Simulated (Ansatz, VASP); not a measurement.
GaAsSe3: VASP beside Ansatz

```xyz
10
Lattice="3.4896 -5.6141 0.0131 3.4896 5.6141 0.0131 -1.1326 0.0000 7.2656" Properties=species:S:1:pos:R:3 pbc="T T T"
Ga    2.9055    4.7260    3.4964
Ga    2.3391   -4.7260    7.1292
As    3.3427   -0.9495    0.2120
As    2.7764    0.9495    3.8448
Se   -0.0850   -0.9226    5.9089
Se    3.9725   -1.0462    3.0740
Se    0.4813    0.9226    2.2761
Se    3.4062    1.0462    6.7068
Se    3.4666   -2.6637    6.4430
Se    4.0329    2.6637    2.8102
```

Alike in both runs: functional PBE; k mesh 6 × 6 × 4; occupations gaussian, width 0.02 eV; no spin polarisation.

Ansatz relaxed the structure, and its values are those at the end. VASP's run is a single point on that final structure, the one shown.

|  | VASP | Ansatz |
| --- | --- | --- |
| version | VASP 6.6.1 | Ansatz 0.2.0 |
| potentials or method | VASP PAW PBE potentials, release 64 (Ga_d, As, Se), cutoff 500 eV | scalar-relativistic, plane waves, PAW |
| valence electrons in the cell | 72 | 152 |

Ansatz gave:

| Quantity | Value |
| --- | --- |
| gap on the k mesh at the Fermi level (eV) | 1.25 |
| least direct gap on the mesh (eV) | 1.35 |
| pressure (GPa) | 0.0 |
| rms of the force components (eV/Å) | 0.002 |

Q: What did VASP give for the same quantities?

A: gap on the k mesh at the Fermi level (eV): 1.25; least direct gap on the mesh (eV): 1.35; pressure (GPa): 0.1; rms of the force components (eV/Å): 0.018.

VASP's potentials hold 72 valence electrons a cell and Ansatz's 152, so a difference there can come from the potentials and not from the codes.
